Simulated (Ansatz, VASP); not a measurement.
## One calculation of W3O, two programs

File INCAR:

```
SYSTEM = W3O
PREC = Accurate
ENCUT = 520
EDIFF = 1E-6
ISMEAR = 0
SIGMA = 0.15
LREAL = .FALSE.
LASPH = .TRUE.
NELM = 80
ALGO = Normal
ISIF = 2
LWAVE = .FALSE.
LCHARG = .FALSE.
GGA = PS
NBANDS = 58
```

KPOINTS

```
Automatic mesh
0
G
  8 8 8
  0 0 0
```

The input POSCAR:

```
W3O
1.0
    4.8313496810      0.0000000000      0.0000000000
    0.0000000000      4.8313496810      0.0000000000
    0.0000000000      0.0000000000      4.8313496810
W O
6 2
Direct
    0.5000000000      0.7629363437      0.0000000000
    0.0000000000      0.5129363437      0.7500000000
    0.2500000000      0.0129363437      0.5000000000
    0.5000000000      0.2629363437      0.0000000000
    0.0000000000      0.5129363437      0.2500000000
    0.7500000000      0.0129363437      0.5000000000
    0.5000000000      0.5000000000      0.5000000000
    0.0000000000      0.0000000000      0.0000000000
```

Input for Ansatz:

```yaml
crystal:
  lattice:
    - [4.831349681, 0.0, 0.0]
    - [0.0, 4.831349681, 0.0]
    - [0.0, 0.0, 4.831349681]
  atoms:
    - { symbol: W, position: [0.5, 0.7629363437, 0.0] }
    - { symbol: W, position: [0.0, 0.5129363437, 0.75] }
    - { symbol: W, position: [0.25, 0.0129363437, 0.5] }
    - { symbol: W, position: [0.5, 0.2629363437, 0.0] }
    - { symbol: W, position: [0.0, 0.5129363437, 0.25] }
    - { symbol: W, position: [0.75, 0.0129363437, 0.5] }
    - { symbol: O, position: [0.5, 0.5, 0.5] }
    - { symbol: O, position: [0.0, 0.0, 0.0] }
basis:
  ecutwfc: 420
kpoints:
  mp_grid: { grid: [8, 8, 8] }
hamiltonian:
  xc: pbesol
scf:
  occupations: { method: gaussian, width: 0.15 }
output:
  forces: true
  stress: true
  eigenvalues: true
  write_density: true
  write_potential: true
  elf: true
  volumetric_format: npy
```

Change from the starting cell: all W atoms moved +0.062 Å, as atom 1 along Cartesian [0 1 0].

Alike in both runs: task single point; functional PBEsol; k mesh 8 × 8 × 8; occupations gaussian, width 0.15 eV; no spin polarisation.

|  | VASP | Ansatz |
| --- | --- | --- |
| version | VASP 6.6.1 | Ansatz 0.2.0 |
| potentials or method | VASP PAW PBE potentials, release 64 (W_sv, O), cutoff 520 eV | scalar-relativistic, plane waves, PAW |
| valence electrons in the cell | 96 | 96 |

```tsv
	VASP	Ansatz	Ansatz less VASP
gap on the k mesh at the Fermi level (eV)	none	none	-
pressure (GPa)	1.0	0.0	-1.04
rms of the force components (eV/Å)	0.090	0.093	+0.0027
```

VASP's potentials were made for PBE, not for PBEsol. Atom by atom the forces differ by 0.003 eV/Å (rms over components). A gap of «none» marks a metal or a gap that the smearing closes. With one functional, cell and mesh, what is left measures potentials, basis and numerics.

Neither program's run includes spin-orbit coupling.
